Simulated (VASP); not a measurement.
Pt, 1 atom in the cell. Symmetry: Pm-3m, No. 221, cubic system. The conventional cell has a = 2.638 Å, b = 2.638 Å, c = 2.638 Å, α = 90.00°, β = 90.00°, γ = 90.00°. Within 3.5 Å of Pt (site symmetry m-3m) lie 6 Pt at 2.64 Å.  This cell differs from its parent crystal: volume scaled by 1.04.

```yaml
Program: VASP 6.6.1
Task: single point
Functional: r2SCAN
Potentials_or_basis: VASP PAW PBE potentials, release 64 (Pt)
Cutoff: 520 eV
k_mesh: 20 × 20 × 20
Occupations: fermi-dirac, width 0.05 eV
Spin: collinear spin, ferromagnetic start
Starting_moments: "[1.0] μB"
Dipole_correction: no
Further_INCAR_settings: ALGO = Normal; EDIFF = 1e-07; NBANDS = 15
```

Potentials or basis: VASP PAW PBE potentials, release 64 (Pt).

The run is started by

```bash
$ cat potpaw_PBE.64/Pt/POTCAR > POTCAR
$ cp INCAR.step1 INCAR
$ mpirun -np 1 vasp_std > vasp.out
$ cp INCAR.step2 INCAR
$ mpirun -np 1 vasp_std > vasp.out
```

Hardware: 1 thread of Intel Xeon 6975P-C, on a shared host.

Problem. How long does it take, and how much memory?

Solution. Wall time 6.5 min on 1 thread of Intel Xeon 6975P-C, on a shared host, peak memory 0.23 GiB. Counts: k points 286.
